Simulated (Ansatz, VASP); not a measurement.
# One calculation of HfO2, two programs

```xyz
6
Lattice="4.7945 0.0000 0.0000 0.0000 4.7945 0.0000 0.0000 0.0000 3.0604" Properties=species:S:1:pos:R:3 pbc="T T T"
Hf    2.3973    2.3973    0.0000
Hf    0.0000    0.0000    1.5302
O     3.3316    3.3316    1.5302
O     3.8602    0.9343    0.0000
O     0.9343    3.8602    0.0000
O     1.4629    1.4629    1.5302
```

Alike in both runs: task relaxation of cell and atoms; functional PBE; k mesh 4 × 4 × 6; occupations gaussian, width 0.1 eV; no spin polarisation.

|  | VASP | Ansatz |
| --- | --- | --- |
| version | VASP 6.6.1 | Ansatz 0.2.0 |
| potentials or method | VASP PAW PBE potentials, release 64 (Hf_pv, O), cutoff 600 eV | scalar-relativistic, plane waves, PAW |
| valence electrons in the cell | 44 | 76 |

|  | VASP | Ansatz | Ansatz less VASP |
| --- | --- | --- | --- |
| gap on the k mesh at the Fermi level, each at its own relaxed structure (eV) | 3.90 | 3.90 | +0.007 |
| relaxed volume (Å³/atom) | 12.67 | 12.85 | +0.185 |
| relaxed cell length with the largest relative difference (Å) | 4.855 | 4.880 | +0.0249 |

VASP's potentials hold 44 valence electrons a cell and Ansatz's 76, so a difference there can come from the potentials and not from the codes.

Spin-orbit coupling is off throughout.
